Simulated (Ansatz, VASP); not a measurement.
HgTe in VASP and in Ansatz

File INCAR:

```
ALGO = Normal
EDIFF = 1E-6
ENCUT = 520
GGA = PE
ISIF = 2
ISMEAR = 0
LASPH = True
LCHARG = False
LREAL = False
LWAVE = False
NBANDS = 16
NELM = 100
PREC = Accurate
SIGMA = 0.1
```

The input KPOINTS:

```
k-points
0
Gamma
  12 12 12
```

The input POSCAR:

```
HgTe
1.0
    0.0000000000      3.2234624890      3.2234624890
    3.2234624890      0.0000000000      3.2234624890
    3.2234624890      3.2234624890      0.0000000000
Hg Te
1 1
Direct
    0.0000000000      0.0000000000      0.0000000000
    0.2500000000      0.2500000000      0.2500000000
```

Input for Ansatz:

```yaml
crystal:
  lattice:
    - [0.0, 3.223462489, 3.223462489]
    - [3.223462489, 0.0, 3.223462489]
    - [3.223462489, 3.223462489, 0.0]
  atoms:
    - { symbol: Hg, position: [0.0, 0.0, 0.0] }
    - { symbol: Te, position: [0.25, 0.25, 0.25] }
basis:
  ecutwfc: 420
kpoints:
  mp_grid: { grid: [12, 12, 12] }
hamiltonian:
  xc: pbe
scf:
  occupations: { method: gaussian, width: 0.1 }
output:
  forces: true
  stress: true
  eigenvalues: true
```

Alike in both runs: task single point; functional PBE; k mesh 12 × 12 × 12; occupations gaussian, width 0.1 eV; no spin polarisation.

|  | VASP | Ansatz |
| --- | --- | --- |
| version | VASP 6.6.1 | Ansatz 0.2.0 |
| potentials or method | VASP PAW PBE potentials, release 64 (Hg, Te), cutoff 520 eV | scalar-relativistic, plane waves, PAW |
| valence electrons in the cell | 18 | 36 |

```tsv
	VASP	Ansatz	Ansatz less VASP
gap on the k mesh at the Fermi level (eV)	none	none	-
pressure (GPa)	4.1	4.1	-0.07
```

A gap of «none» marks a metal or a gap that the smearing closes. VASP's potentials hold 18 valence electrons a cell and Ansatz's 36, so a difference there can come from the potentials and not from the codes.

Neither program's run includes spin-orbit coupling.
